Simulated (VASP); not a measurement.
# Pd (Fm-3m) in VASP: a series of runs

Pd is run at these levels: PBE; tasks: single point.

Everything below comes from runs of VASP 6.6.1. Logs are shortened: lines on timing, memory, paths and dates and some standing lists are left out, and cuts for length are marked.

### Step 1. The cell of the first run

The structure is cubic, space group Fm-3m (No. 225). The conventional cell has a = 3.947 Å, b = 3.947 Å, c = 3.947 Å, α = 90.00°, β = 90.00°, γ = 90.00°. Pd (site symmetry m-3m) has 12 Pd at 2.79 Å within 3.7 Å.

### Step 2. Single point, PBE

INCAR reads:

```
  ALGO = Normal
  EDIFF = 1E-7
  ENCUT = 520
  GGA = PE
  ISIF = 2
  ISMEAR = -1
  LASPH = T
  LCHARG = F
  LREAL = F
  LWAVE = F
  NBANDS = 11
  NELM = 80
  PREC = Accurate
  SIGMA = 0.1
```

KPOINTS reads:

```
k-points
0
Gamma
  5 5 5
```

POSCAR reads:

```
Pd
1.0
    0.0000000000      1.9734737307      1.9734737307
    1.9734737307      0.0000000000      1.9734737307
    1.9734737307      1.9734737307      0.0000000000
Pd
1
Direct
    0.0000000000      0.0000000000      0.0000000000
```

Potentials or basis: VASP PAW PBE potentials, release 64 (Pd).

On the command line:

```sh
> cat potpaw_PBE.64/Pd/POTCAR > POTCAR
> mpirun -np 1 vasp_std > vasp.out
```

OUTCAR:

```text
EDIFF = 1E-7
   ENCUT = 520
   GGA = PE
   ISIF = 2
   ISMEAR = -1
   LASPH = T
   LREAL = F
   NELM = 80
   PREC = Accurate

 ion  position               nearest neighbor table
   1  0.000  0.000  0.000-

  LATTYP: Found a face centered cubic cell.
 ALAT       =     3.9469474614

  Lattice vectors:

 A1 = (   0.0000000000,   1.9734737307,   1.9734737307)
 A2 = (   1.9734737307,   0.0000000000,   1.9734737307)
 A3 = (   1.9734737307,   1.9734737307,   0.0000000000)

Analysis of symmetry for initial positions (statically):
=====================================================================
 Subroutine PRICEL returns:
 Original cell was already a primitive cell.

 Routine SETGRP: Setting up the symmetry group for a
 face centered cubic supercell.

 Subroutine GETGRP returns: Found 48 space group operations
 (whereof 48 operations were pure point group operations)
 out of a pool of 48 trial point group operations.

The static configuration has the point symmetry O_h .

Analysis of symmetry for dynamics (positions and initial velocities):
=====================================================================
 Subroutine PRICEL returns:
 Original cell was already a primitive cell.

 Routine SETGRP: Setting up the symmetry group for a
 face centered cubic supercell.

 Subroutine GETGRP returns: Found 48 space group operations
 (whereof 48 operations were pure point group operations)
 out of a pool of 48 trial point group operations.

The dynamic configuration has the point symmetry O_h .

 Subroutine INISYM returns: Found 48 space group operations
 (whereof 48 operations are pure point group operations),
 and found     1 'primitive' translations

----------------------------------------------------------------------------------------

                                     Primitive cell

  volume of cell :      15.3718

  direct lattice vectors                    reciprocal lattice vectors
     0.000000000  1.973473731  1.973473731    -0.253360352  0.253360352  0.253360352
     1.973473731  0.000000000  1.973473731     0.253360352 -0.253360352  0.253360352
     1.973473731  1.973473731  0.000000000     0.253360352  0.253360352 -0.253360352

  length of vectors
     2.790913315  2.790913315  2.790913315     0.438833003  0.438833003  0.438833003
[... 65 lines left out ...]
   LREAL  =      F    real-space projection
   EDIFFG = 0.1E-05   stopping-criterion for IOM
   NSW    =      0    number of steps for IOM
   IBRION =     -1    ionic relax: 0-MD 1-quasi-New 2-CG
   NFREE  =      0    steps in history (QN), initial steepest desc. (CG)
   ISIF   =      2    stress and relaxation
   ISYM   =      2    0-nonsym 1-usesym 2-fastsym
   POTIM  = 0.5000    time-step for ionic-motion
   TEBEG  =    0.0;   TEEND  =   0.0 temperature during run
   PSTRESS=    0.0 pullay stress
   NELECT =      10.0000    total number of electrons
   NUPDOWN=      -1.0000    fix difference up-down
   EMIN   =  10.00;   EMAX   =-10.00  energy-range for DOS
   EFERMI =   0.00;   METHOD = LEGACY
   ISMEAR =    -1;   SIGMA  =   0.10  broadening in eV -4-tet -1-fermi 0-gaus
   EFERMI_NEDOS =   21; number of points for ismear=-14 and -15
   IALGO  =     38    algorithm
   IMIX   =      4    mixing-type and parameters
     AMIX     =   0.40;   BMIX     =  1.00
     AMIX_MAG =   1.60;   BMIX_MAG =  1.00
  volume/ion in A,a.u.               =      15.37       103.73
  Fermi-wavevector in a.u.,A,eV,Ry     =   1.418514  2.680602 27.377380  2.012181
  Thomas-Fermi vector in A             =   2.539631
   LORBIT       =      0    0 simple, 1 ext, 2 COOP (PROOUT), +10 PAW based schemes
   GGA     = PE    functional components
   LHFCALC =     F    Hartree Fock is set to
   AEXX    =    0.0000 exact exchange contribution
   IVDW    =     0    specifies the selected vdW correction
   LEPSILON=     F    determine dielectric tensor
   LRPA    =     F    only Hartree local field effects (RPA)
 non-spin polarized calculation
  energy-cutoff  :      520.00
  volume of cell :       15.37
 maximum number of plane-waves:       424
 NGX is ok and might be reduce to    24
   NGX = 11   NGY = 11   NGZ = 11

 number of electron      10.0000000 magnetization

 Free energy of the ion-electron system (eV)
  ---------------------------------------------------
  ext. energy  EPLUGINS =         0.00000000
  ---------------------------------------------------
  free energy    TOTEN  =        -5.12418472 eV

  energy without entropy =       -5.03868557  energy(sigma->0) =       -5.08143514

 E-fermi :   9.1262     XC(G=0): -12.9272

 val. band max:        9.1205839903   @ k =  -0.4000   0.4000   0.0000
 cond. band min:       9.7399320400   @ k =  -0.2000   0.2000   0.0000
 fundamental gap:      0.6193480497
 Fermi energy:         9.1261832409

 k-point     1 :       0.0000    0.0000    0.0000
  band No.  band energies     occupation
      1       2.2765      2.00000
      2       6.4682      2.00000
      3       6.4682      2.00000
      4       6.4682      2.00000
      5       7.9701      1.99998
      6       7.9701      1.99998
      7      26.2643      0.00000
      8      30.8043      0.00000
      9      30.8043      0.00000
     10      30.8043      0.00000
     11      35.4676      0.00000
[... 113 lines left out ...]
 k-point    10 :      -0.4000    0.4000    0.2000
  band No.  band energies     occupation
      1       5.1993      2.00000
      2       5.4677      2.00000
      3       6.3087      2.00000
      4       8.0755      1.99995
      5       8.9848      1.60884
      6      14.0458      0.00000
      7      19.8409      0.00000
      8      20.3166      0.00000
      9      22.7188      0.00000
     10      33.0894      0.00000
     11      33.4766      0.00000

------------------------ aborting loop because EDIFF is reached ----------------------------------------

  FORCE on cell =-STRESS in cart. coord.  units (eV):
  Direction    XX          YY          ZZ          XY          YZ          ZX
  --------------------------------------------------------------------------------------
  -------------------------------------------------------------------------------------
  Total        0.1714848      0.1714848      0.1714848      0.0000000      0.0000000      0.0000000
  in kB       17.8736069     17.8736069     17.8736069      0.0000000      0.0000000      0.0000000
  external PRESSURE =      17.8736069 kB  Pullay stress =       0.0000000 kB

 VOLUME and BASIS-vectors are now :
 -----------------------------------------------------------------------------
  energy-cutoff  :      520.00
  volume of cell :       15.37
      direct lattice vectors                 reciprocal lattice vectors
     0.000000000  1.973473731  1.973473731    -0.253360352  0.253360352  0.253360352
     1.973473731  0.000000000  1.973473731     0.253360352 -0.253360352  0.253360352
     1.973473731  1.973473731  0.000000000     0.253360352  0.253360352 -0.253360352

 POSITION                                       TOTAL-FORCE (eV/Angst)
 -----------------------------------------------------------------------------------
      0.00000      0.00000      0.00000        -0.000000      0.000000     -0.000000
 -----------------------------------------------------------------------------------
    total drift:                               -0.000000      0.000000      0.000000

  FREE ENERGIE OF THE ION-ELECTRON SYSTEM (eV)
  ---------------------------------------------------
  free  energy   TOTEN  =        -5.1241847236 eV

  energy  without entropy=       -5.0386855659  energy(sigma->0) =       -5.08143514
```

It took 1.8 s on 1 thread of Intel Xeon 6975P-C (Granite Rapids), shared host; peak memory 0.14 GiB.

Results:

```yaml
Free_energy: -5.1242 eV
Pressure: 1.8 GPa
Band_gap_on_the_k_mesh: zero (band 5 reaches 9.12 eV, above the bottom of band 6 at 7.96 eV)
```

Caveat: the k points lie up to 0.55 Å⁻¹ apart.

### Step 3. Single point, PBE, collinear spin, ferromagnetic start

INCAR reads:

```
SYSTEM = Pd
PREC = Accurate ; ENCUT = 520
EDIFF = 1E-6 ; ISMEAR = -1
SIGMA = 0.05 ; LREAL = .FALSE.
LASPH = .TRUE. ; NELM = 150
ALGO = Normal ; ISIF = 2
LWAVE = .FALSE. ; LCHARG = .FALSE.
ISPIN = 2 ; MAGMOM = 0.288
LORBIT = 11 ; LMAXMIX = 4
GGA = PE ; NBANDS = 15
```

KPOINTS reads:

```
Automatic mesh
0
G
  2 2 2
  0 0 0
```

POSCAR reads:

```
Pd
1.0
    0.0000000000      1.9737080107      1.9737080107
    1.9737080107      0.0000000000      1.9737080107
    1.9737080107      1.9737080107      0.0000000000
Pd
1
Direct
    0.0000000000      0.0000000000      0.0000000000
```

Potentials or basis: VASP PAW PBE potentials, release 64 (Pd).

On the command line:

```sh
> cat potpaw_PBE.64/Pd/POTCAR > POTCAR
> mpirun -np 1 vasp_std > vasp.out
```

Wall time 3.3 s (1 thread of Intel Xeon 6975P-C (Granite Rapids), shared host); peak memory 0.14 GiB.

Results (log left out):

```yaml
Free_energy: -2.3136 eV
Pressure: 51.3 GPa
Net_moment: 1.25 μB per cell
Site_moments: Pd +1.09 μB
Valence_electrons_inside_the_program's_atomic_spheres: Pd 9.48
```

Levels at points of the mesh, in eV from the Fermi level:
Spin up:
| k point | band 2 | band 3 | band 4 | band 5 | band 6 | band 7 | band 8 | band 9 | band 10 | band 11 |
| --- | --- | --- | --- | --- | --- | --- | --- | --- | --- | --- |
| (0.00, 0.00, 0.00) | -3.68 | -3.68 | -3.68 | -1.86 | -1.86 | 15.43 | 20.06 | 20.06 | 20.06 | 24.63 |
| (0.50, 0.00, 0.00) | -3.62 | -3.62 | -0.83 | -0.83 | -0.57 | 5.81 | 14.67 | 19.22 | 19.22 | 25.22 |
| (0.50, 0.50, 0.00) | -5.94 | -0.70 | -0.63 | -0.63 | 1.78 | 9.15 | 11.45 | 11.45 | 19.35 | 19.71 |
Spin down:
```
           k point  band 3  band 4  band 5  band 6  band 7  band 8
(0.00, 0.00, 0.00)   -2.90   -2.90   -1.45   -1.45   16.45   21.07
(0.50, 0.00, 0.00)   -3.01   -0.19   -0.19    0.56    6.60   16.01
(0.50, 0.50, 0.00)   -0.31    0.18    0.18    2.68    9.93   12.30
```

Caveat: the k points lie up to 1.38 Å⁻¹ apart.

### Step 4. Single point, PBE

INCAR reads:

```
ALGO = Normal
EDIFF = 1E-7
ENCUT = 520
GGA = PE
ISIF = 2
ISMEAR = -1
LASPH = T
LCHARG = F
LREAL = F
LWAVE = F
NBANDS = 11
NELM = 60
PREC = Accurate
SIGMA = 0.1
```

KPOINTS reads:

```
k-points
0
Gamma
  7 7 7
```

POSCAR reads:

```
Pd
1.0
    0.0000000000      1.9734737307      1.9734737307
    1.9734737307      0.0000000000      1.9734737307
    1.9734737307      1.9734737307      0.0000000000
Pd
1
Direct
    0.0000000000      0.0000000000      0.0000000000
```

On the command line:

```sh
> cat potpaw_PBE.64/Pd/POTCAR > POTCAR
> mpirun -np 1 vasp_std > vasp.out
```

It took 2.3 s on 1 thread of Intel Xeon 6975P-C (Granite Rapids), shared host; peak memory 0.13 GiB.

It converged, with:

```yaml
Free_energy: -5.2681 eV
Pressure: 0.0 GPa
Band_gap_on_the_k_mesh: zero (band 5 reaches 9.27 eV, above the bottom of band 6 at 7.92 eV)
```

Levels at points of the mesh, in eV from the Fermi level:
| k point | band 1 | band 2 | band 3 | band 4 | band 5 | band 6 | band 7 | band 8 | band 9 | band 10 |
| --- | --- | --- | --- | --- | --- | --- | --- | --- | --- | --- |
| (0.00, 0.00, 0.00) | -6.91 | -2.71 | -2.71 | -2.71 | -1.20 | -1.20 | 17.08 | 21.62 | 21.62 | 21.62 |

Caveat: the k points lie up to 0.39 Å⁻¹ apart.

### Step 5. Single point, PBE

INCAR reads:

```
ALGO     = Normal         # electronic algorithm
EDIFF    = 1E-6           # SCF threshold, eV
ENCUT    = 520            # plane-wave cutoff, eV
GGA      = PE             # functional
ISIF     = 2              # what is computed and relaxed
ISMEAR   = -1             # smearing method
LASPH    = T              # aspherical terms in the spheres
LCHARG   = F              # write CHGCAR
LREAL    = F              # projectors in reciprocal space
LWAVE    = F              # write WAVECAR
NBANDS   = 11             # bands
NELM     = 60             # most SCF steps
PREC     = Accurate       # precision mode
SIGMA    = 0.1            # smearing width, eV
```

KPOINTS reads:

```
k-points
0
Gamma
  8 8 8
```

POSCAR is that of step 4.

On the command line:

```sh
> cat potpaw_PBE.64/Pd/POTCAR > POTCAR
> mpirun -np 1 vasp_std > vasp.out
```

Wall time 2.5 s (1 thread of Intel Xeon 6975P-C (Granite Rapids), shared host); peak memory 0.13 GiB.

Results (log left out):

| Property | Result |
| --- | --- |
| Free energy | -5.2328 eV |
| Pressure | 0.1 GPa |
| Band gap on the k mesh | zero (band 5 reaches 9.39 eV, above the bottom of band 6 at 7.91 eV) |

Levels at points of the mesh, in eV from the Fermi level:
```tsv
k point	band 1	band 2	band 3	band 4	band 5	band 6	band 7	band 8	band 9	band 10
(0.00, 0.00, 0.00)	-6.91	-2.72	-2.72	-2.72	-1.22	-1.22	17.08	21.61	21.61	21.61
(0.50, 0.00, 0.00)	-5.06	-2.77	-2.77	-0.09	-0.09	1.02	6.92	16.42	20.61	20.61
(0.50, 0.50, 0.00)	-5.13	-4.85	-0.13	0.20	0.20	3.27	10.27	12.90	12.90	20.88
```

### Step 6. The runs side by side

| spin | k mesh | smearing | gap on the mesh (eV) | pressure (GPa) |
| --- | --- | --- | --- | --- |
| off | 5 × 5 × 5 | fermi-dirac 0.1 eV | none | 1.8 |
| collinear, ferromagnetic start | 2 × 2 × 2 | fermi-dirac 0.05 eV | none | 51.3 |
| off | 7 × 7 × 7 | fermi-dirac 0.1 eV | none | 0.0 |
| off | 8 × 8 × 8 | fermi-dirac 0.1 eV | none | 0.1 |

Alike in all rows: task single point; level PBE; potentials or basis VASP PAW PBE potentials, release 64 (Pd); cell a = 2.791 Å, angles 60.0°, 1 atom; cutoff (eV) 520.

Caveats: some runs use coarse meshes.

Total energies depend on the potentials used, so only differences within one code and one set of settings carry meaning.
